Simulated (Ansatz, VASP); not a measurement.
**One calculation of Ba, two programs**

The input INCAR:

```
SYSTEM = Ba
PREC     = Accurate       ! precision mode
ENCUT    = 520            ! plane-wave cutoff, eV
EDIFF    = 1E-7           ! SCF threshold, eV
ISMEAR   = -5             ! smearing method
SIGMA    = 0.05           ! smearing width, eV
LREAL    = .FALSE.        ! projectors in reciprocal space
LASPH    = .TRUE.         ! aspherical terms in the spheres
NELM     = 60             ! most SCF steps
ALGO     = Normal         ! electronic algorithm
ISIF     = 2              ! what is computed and relaxed
LWAVE    = .FALSE.        ! write WAVECAR
LCHARG   = .FALSE.        ! write CHGCAR
GGA      = PE             ! functional
NBANDS   = 11             ! bands
```

File KPOINTS:

```
regular mesh
0
G
  8 8 8
  0 0 0
```

The input POSCAR:

```
Ba
1.0
   -2.5051624857      2.5051624857      2.5051624857
    2.5051624857     -2.5051624857      2.5051624857
    2.5051624857      2.5051624857     -2.5051624857
Ba
1
Direct
    0.0000000000      0.0000000000      0.0000000000
```

File input.yaml:

```yaml
crystal:
  lattice:
    - [-2.5051624857, 2.5051624857, 2.5051624857]
    - [2.5051624857, -2.5051624857, 2.5051624857]
    - [2.5051624857, 2.5051624857, -2.5051624857]
  atoms:
    - { symbol: Ba, position: [0.0, 0.0, 0.0] }
kpoints:
  mp_grid: { grid: [8, 8, 8] }
scf:
  occupations: { method: tetrahedron }
hamiltonian:
  xc: pbe
  pseudopotentials: { kind: all_electron, lapw: { basis_error: 0.001 } }
output:
  forces: true
  stress: true
  eigenvalues: true
```

Change from the starting cell: volume scaled by 1.04.

Alike in both runs: task single point; functional PBE; k mesh 8 × 8 × 8; occupations tetrahedron; no spin polarisation.

```csv
,VASP,Ansatz
version,VASP 6.6.1,Ansatz 0.2.0
potentials or method,"VASP PAW PBE potentials, release 64 (Ba_sv), cutoff 520 eV","all-electron LAPW, scalar-relativistic"
```

```tsv
	VASP	Ansatz	Ansatz less VASP
gap on the k mesh at the Fermi level (eV)	none	none	-
pressure (GPa)	0.2	0.1	-0.08
```

A gap of «none» marks a metal or a gap that the smearing closes. Ansatz ran all-electron here, and VASP with PAW potentials.

Spin-orbit coupling is off throughout.
